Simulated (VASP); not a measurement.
# MgB2 (P6/mmm) in VASP: notebook

Aim: see how the results for MgB2 move with the level of theory and the settings. Levels: LDA, PBEsol. Tasks: single point.

All numbers are computed with VASP 6.6.1; they aren't measurements. Logs are shortened: lines on timing, memory, paths and dates and some standing lists are left out, and cuts for length are marked.

### 1 The cell of the first run

It takes space group P6/mmm (No. 191, hexagonal). The conventional cell has a = 3.126 Å, b = 3.126 Å, c = 3.569 Å, α = 90.00°, β = 90.00°, γ = 120.00°. Mg (site symmetry 6/mmm) has 12 B at 2.54 Å and 6 Mg at 3.13 Å within 3.3 Å. B (site symmetry -6m2) has 3 B at 1.80 Å within 2.4 Å.

### 2 Single point, LDA (volume scaled by 1.04)

INCAR

```
PREC     = Accurate       # precision mode
ENCUT    = 520            # plane-wave cutoff, eV
EDIFF    = 1E-6           # SCF threshold, eV
ISMEAR   = -1             # smearing method
SIGMA    = 0.05           # smearing width, eV
LREAL    = False          # projectors in reciprocal space
LASPH    = True           # aspherical terms in the spheres
NELM     = 100            # most SCF steps
ALGO     = Normal         # electronic algorithm
ISIF     = 2              # what is computed and relaxed
LWAVE    = False          # write WAVECAR
LCHARG   = True           # write CHGCAR
GGA      = CA             # functional
LELF     = True           # ELF
LVHAR    = True         
NBANDS   = 11             # bands
```

KPOINTS

```
regular mesh
0
Gamma
  10 10 8
```

POSCAR

```
MgB2
1.0
    3.1255967608      0.0000000000      0.0000000000
   -1.5627983804      2.7068461969      0.0000000000
    0.0000000000      0.0000000000      3.5693605797
Mg B
1 2
Direct
    0.0000000000      0.0000000000      0.0000000000
    0.6666666667      0.3333333333      0.5000000000
    0.3333333333      0.6666666667      0.5000000000
```

Potentials or basis: VASP PAW LDA potentials, release 64 (Mg, B).

Started as:

```sh
$ cat potpaw_LDA.64/Mg/POTCAR potpaw_LDA.64/B/POTCAR > POTCAR
$ mpirun -np 1 vasp_std > vasp.out
```

OUTCAR:

```text
PREC = Accurate
   ENCUT = 520
   EDIFF = 1E-6
   ISMEAR = -1
   LREAL = False
   LASPH = True
   NELM = 100
   ISIF = 2
   GGA = CA

 ion  position               nearest neighbor table
   1  0.000  0.000  0.000-   2 2.54   3 2.54   2 2.54   3 2.54   2 2.54   2 2.54   3 2.54   3 2.54
                             2 2.54   2 2.54   3 2.54   3 2.54
   2  0.667  0.333  0.500-   3 1.80   3 1.80   3 1.80   1 2.54   1 2.54   1 2.54   1 2.54   1 2.54
                             1 2.54
   3  0.333  0.667  0.500-   2 1.80   2 1.80   2 1.80   1 2.54   1 2.54   1 2.54   1 2.54   1 2.54
                             1 2.54

  LATTYP: Found a hexagonal cell.
 ALAT       =     3.1255967608
 C/A-ratio  =     1.1419773096

  Lattice vectors:

 A1 = (   3.1255967608,   0.0000000000,   0.0000000000)
 A2 = (  -1.5627983804,   2.7068461969,   0.0000000000)
 A3 = (   0.0000000000,   0.0000000000,   3.5693605797)

Analysis of symmetry for initial positions (statically):
=====================================================================
 Subroutine PRICEL returns:
 Original cell was already a primitive cell.

 Routine SETGRP: Setting up the symmetry group for a
 hexagonal supercell.

 Subroutine GETGRP returns: Found 24 space group operations
 (whereof 24 operations were pure point group operations)
 out of a pool of 24 trial point group operations.

The static configuration has the point symmetry D_6h.

Analysis of symmetry for dynamics (positions and initial velocities):
=====================================================================
 Subroutine PRICEL returns:
 Original cell was already a primitive cell.

 Routine SETGRP: Setting up the symmetry group for a
 hexagonal supercell.

 Subroutine GETGRP returns: Found 24 space group operations
 (whereof 24 operations were pure point group operations)
 out of a pool of 24 trial point group operations.

The dynamic configuration has the point symmetry D_6h.

 Subroutine INISYM returns: Found 24 space group operations
 (whereof 24 operations are pure point group operations),
 and found     1 'primitive' translations

----------------------------------------------------------------------------------------

                                     Primitive cell

  volume of cell :      30.1986

  direct lattice vectors                    reciprocal lattice vectors
     3.125596761  0.000000000  0.000000000     0.319938903  0.184716812  0.000000000
    -1.562798380  2.706846197  0.000000000     0.000000000  0.369433624  0.000000000
     0.000000000  0.000000000  3.569360580     0.000000000  0.000000000  0.280162224

  length of vectors
     3.125596761  3.125596761  3.569360580     0.369433624  0.369433624  0.280162224

  position of ions in fractional coordinates (direct lattice)
     0.000000000  0.000000000  0.000000000
     0.666666667  0.333333333  0.500000000
     0.333333333  0.666666667  0.500000000

  ion indices of the primitive-cell ions
   primitive index   ion index
                 1           1
                 2           2
                 3           3

----------------------------------------------------------------------------------------

 KPOINTS: regular mesh

Automatic generation of k-mesh.
 Grid dimensions read from file:
 generate k-points for:   10   10    8

 Generating k-lattice:

  Cartesian coordinates                     Fractional coordinates (reciprocal lattice)
     0.031993890  0.018471681  0.000000000     0.100000000 -0.000000000  0.000000000
     0.000000000  0.036943362  0.000000000     0.000000000  0.100000000  0.000000000
     0.000000000  0.000000000  0.035020278     0.000000000  0.000000000  0.125000000

  Length of vectors
     0.036943362  0.036943362  0.035020278

  Shift w.r.t. Gamma in fractional coordinates (k-lattice)
     0.000000000  0.000000000  0.000000000

 Subroutine IBZKPT returns following result:
 ===========================================

 Found     70 irreducible k-points:

 Following reciprocal coordinates:
            Coordinates               Weight
  0.000000  0.000000  0.000000      1.000000
  0.100000  0.000000  0.000000      6.000000
  0.200000  0.000000  0.000000      6.000000
  0.300000  0.000000  0.000000      6.000000
  0.400000  0.000000  0.000000      6.000000
  0.500000 -0.000000  0.000000      3.000000
[... 16 lines left out ...]
  0.300000  0.100000  0.125000     24.000000
  0.400000  0.100000  0.125000     24.000000
 [... further k-points ...]
   k-points           NKPTS =     70   k-points in BZ     NKDIM =     70   number of bands    NBANDS=     11
   number of dos      NEDOS =    301   number of ions     NIONS =      3
   total plane-waves  NPLWV =  16128
   dimension x,y,z NGX =    24 NGY =   24 NGZ =   28
   dimension x,y,z NGXF=    48 NGYF=   48 NGZF=   56
   ions per type =               1   2
   NGX,Y,Z   is equivalent  to a cutoff of  12.77, 12.77, 13.04 a.u.
   NGXF,Y,Z  is equivalent  to a cutoff of  25.53, 25.53, 26.08 a.u.
 SYSTEM =  unknown system
   PREC   = accura    normal or accurate (medium, high low for compatibility)
   ISTART =      0    job   : 0-new  1-cont  2-samecut
   ICHARG =      2    charge: 1-file 2-atom 10-const
   ISPIN  =      1    spin polarized calculation?
   LNONCOLLINEAR =      F non collinear calculations
   LSORBIT =      F    spin-orbit coupling
   LASPH  =      T    aspherical Exc in radial PAW
   ENCUT  =  520.0 eV  38.22 Ry    6.18 a.u.   5.81  5.81  6.64*2*pi/ulx,y,z
   NELM   =    100;   NELMIN=  2; NELMDL= -5     # of ELM steps
   EDIFF  = 0.1E-05   stopping-criterion for ELM
   LREAL  =      F    real-space projection
   EDIFFG = 0.1E-04   stopping-criterion for IOM
   NSW    =      0    number of steps for IOM
   IBRION =     -1    ionic relax: 0-MD 1-quasi-New 2-CG
   NFREE  =      0    steps in history (QN), initial steepest desc. (CG)
   ISIF   =      2    stress and relaxation
   ISYM   =      2    0-nonsym 1-usesym 2-fastsym
   POTIM  = 0.5000    time-step for ionic-motion
   TEBEG  =    0.0;   TEEND  =   0.0 temperature during run
   PSTRESS=    0.0 pullay stress
   NELECT =       8.0000    total number of electrons
   NUPDOWN=      -1.0000    fix difference up-down
   EMIN   =  10.00;   EMAX   =-10.00  energy-range for DOS
   EFERMI =   0.00;   METHOD = LEGACY
   ISMEAR =    -1;   SIGMA  =   0.05  broadening in eV -4-tet -1-fermi 0-gaus
   EFERMI_NEDOS =   21; number of points for ismear=-14 and -15
   IALGO  =     38    algorithm
   IMIX   =      4    mixing-type and parameters
     AMIX     =   0.40;   BMIX     =  1.00
     AMIX_MAG =   1.60;   BMIX_MAG =  1.00
  volume/ion in A,a.u.               =      10.07        67.93
  Fermi-wavevector in a.u.,A,eV,Ry     =   1.051419  1.986894 15.040996  1.105482
  Thomas-Fermi vector in A             =   2.186461
   LORBIT       =      0    0 simple, 1 ext, 2 COOP (PROOUT), +10 PAW based schemes
   GGA     = CA    functional components
   LHFCALC =     F    Hartree Fock is set to
   AEXX    =    0.0000 exact exchange contribution
   IVDW    =     0    specifies the selected vdW correction
   LEPSILON=     F    determine dielectric tensor
   LRPA    =     F    only Hartree local field effects (RPA)
 non-spin polarized calculation
  energy-cutoff  :      520.00
  volume of cell :       30.20
 maximum number of plane-waves:       830
 NGX is ok and might be reduce to    24
   NGX = 11   NGY = 11   NGZ = 13

 number of electron       8.0000000 magnetization

 Free energy of the ion-electron system (eV)
  ---------------------------------------------------
  ext. energy  EPLUGINS =         0.00000000
  ---------------------------------------------------
  free energy    TOTEN  =       -17.17121462 eV

  energy without entropy =      -17.16515306  energy(sigma->0) =      -17.16818384

 E-fermi :   4.9803     XC(G=0): -10.9389

 val. band max:        4.9491982150   @ k =   0.1000   0.0000   0.1250
 cond. band min:       5.0076592087   @ k =   0.3000   0.2000   0.0000
 fundamental gap:      0.0584609936
 Fermi energy:         4.9803179403

 k-point     1 :       0.0000    0.0000    0.0000
  band No.  band energies     occupation
      1      -7.1126      2.00000
      2       2.0922      2.00000
      3       5.2816      0.00482
      4       5.2816      0.00482
      5       6.4802      0.00000
      6      11.0449      0.00000
      7      11.0449      0.00000
      8      12.7328      0.00000
      9      14.4238      0.00000
     10      17.0482      0.00000
     11      20.5800      0.00000

 k-point     2 :       0.1000    0.0000    0.0000
  band No.  band energies     occupation
      1      -6.9439      2.00000
      2       2.2574      2.00000
      3       4.4580      1.99994
      4       4.9020      1.65432
      5       6.6366      0.00000
      6      10.8785      0.00000
      7      11.7588      0.00000
      8      13.1103      0.00000
      9      13.8646      0.00000
     10      17.8832      0.00000
     11      19.7518      0.00000

 k-point     3 :       0.2000    0.0000    0.0000
  band No.  band energies     occupation
      1      -6.4406      2.00000
      2       2.6633      2.00000
      3       2.7473      2.00000
      4       4.1440      2.00000
      5       7.1075      0.00000
      6      10.3282      0.00000
      7      12.4163      0.00000
      8      13.4937      0.00000
      9      13.8070      0.00000
     10      18.6417      0.00000
     11      18.9113      0.00000
[... 267 lines left out ...]
 k-point    23 :       0.3000    0.1000    0.1250
  band No.  band energies     occupation
      1      -4.8430      2.00000
      2      -0.1500      2.00000
      3       2.5268      2.00000
      4       3.2780      2.00000
      5       8.5395      0.00000
      6       9.6651      0.00000
      7      10.6589      0.00000
      8      13.6306      0.00000
      9      15.0959      0.00000
     10      16.4064      0.00000
     11      18.5728      0.00000

 k-point    24 :       0.4000    0.1000    0.1250
  band No.  band energies     occupation
      1      -3.6000      2.00000
      2      -1.8942      2.00000
      3       2.2051      2.00000
      4       4.3045      2.00000
      5       7.0732      0.00000
      6       9.9871      0.00000
      7      10.9977      0.00000
      8      12.7327      0.00000
      9      14.6898      0.00000
     10      17.7081      0.00000
     11      18.7116      0.00000

 [... further k-points ...]

------------------------ aborting loop because EDIFF is reached ----------------------------------------

  FORCE on cell =-STRESS in cart. coord.  units (eV):
  Direction    XX          YY          ZZ          XY          YZ          ZX
  --------------------------------------------------------------------------------------
  -------------------------------------------------------------------------------------
  Total       -2.6222428     -2.6222428     -2.1124342     -0.0000000      0.0000000      0.0000000
  in kB     -139.1222316   -139.1222316   -112.0745053     -0.0000000      0.0000000      0.0000000
  external PRESSURE =    -130.1063228 kB  Pullay stress =       0.0000000 kB

 VOLUME and BASIS-vectors are now :
 -----------------------------------------------------------------------------
  energy-cutoff  :      520.00
  volume of cell :       30.20
      direct lattice vectors                 reciprocal lattice vectors
     3.125596761  0.000000000  0.000000000     0.319938903  0.184716812  0.000000000
    -1.562798380  2.706846197  0.000000000     0.000000000  0.369433624  0.000000000
     0.000000000  0.000000000  3.569360580     0.000000000  0.000000000  0.280162224

 POSITION                                       TOTAL-FORCE (eV/Angst)
 -----------------------------------------------------------------------------------
      0.00000      0.00000      0.00000         0.000000      0.000000      0.000000
      1.56280      0.90228      1.78468        -0.000000      0.000000      0.000000
     -0.00000      1.80456      1.78468         0.000000     -0.000000      0.000000
 -----------------------------------------------------------------------------------
    total drift:                                0.000000     -0.000000      0.000000

  FREE ENERGIE OF THE ION-ELECTRON SYSTEM (eV)
  ---------------------------------------------------
  free  energy   TOTEN  =       -17.1712146156 eV

  energy  without entropy=      -17.1651530565  energy(sigma->0) =      -17.16818384
```

Wall time 14 s (1 thread of AMD EPYC 7R43 (Zen 3), shared host); peak memory 0.11 GiB.

Results:

```
Free energy            : -17.1712 eV
Pressure               : -13.0 GPa
Band gap on the k mesh : zero (band 4 reaches 6.05 eV, above the bottom of band 5 at 3.63 eV)
```

Stress tensor (GPa, compression positive):
```
-13.91   0.00   0.00
  0.00 -13.91   0.00
  0.00   0.00 -11.21
```

### 3 Single point, PBEsol (volume scaled by 1.02)

INCAR

```
SYSTEM = MgB2
  PREC = Accurate
  ENCUT = 520
  EDIFF = 1E-7
  ISMEAR = -1
  SIGMA = 0.05
  LREAL = .False.
  LASPH = .True.
  NELM = 80
  ALGO = Normal
  ISIF = 2
  LWAVE = .False.
  LCHARG = .False.
  GGA = PS
  NBANDS = 11
```

KPOINTS

```
regular mesh
0
Gamma
  10 10 8
  0 0 0
```

POSCAR

```
MgB2
1.0
    3.1054310590      0.0000000000      0.0000000000
   -1.5527155295      2.6893821868      0.0000000000
    0.0000000000      0.0000000000      3.5463318058
Mg B
1 2
Direct
    0.0000000000      0.0000000000      0.0000000000
    0.6666666667      0.3333333333      0.5000000000
    0.3333333333      0.6666666667      0.5000000000
```

Potentials or basis: VASP PAW PBE potentials, release 64 (Mg, B).

Started as:

```sh
$ cat potpaw_PBE.64/Mg/POTCAR potpaw_PBE.64/B/POTCAR > POTCAR
$ mpirun -np 1 vasp_std > vasp.out
```

It took 14 s on 1 thread of AMD EPYC 7R43 (Zen 3), shared host; peak memory 0.12 GiB.

It converged, with:

* Free energy: -16.2020 eV
* Pressure: -5.8 GPa
* Band gap on the k mesh: zero (band 4 reaches 6.19 eV, above the bottom of band 5 at 3.75 eV)

Stress tensor (GPa, compression positive):
```
-6.07  0.00  0.00
 0.00 -6.07  0.00
 0.00  0.00 -5.32
```

Levels at points of the mesh, in eV from the Fermi level:
```tsv
k point	band 2	band 3	band 4	band 5	band 6	band 7
(0.00, 0.00, 0.00)	-2.94	0.33	0.33	1.52	6.15	6.15
(0.50, 0.00, 0.00)	-7.79	-2.18	0.18	2.98	3.73	5.15
(0.00, 0.00, 0.50)	-7.40	0.70	0.70	6.50	6.50	7.78
(0.50, 0.00, 0.50)	-6.89	-3.58	-1.88	-1.36	5.51	8.50
```

Caveat: the PAW data sets were made with another functional, which shifts forces and pressure a little.
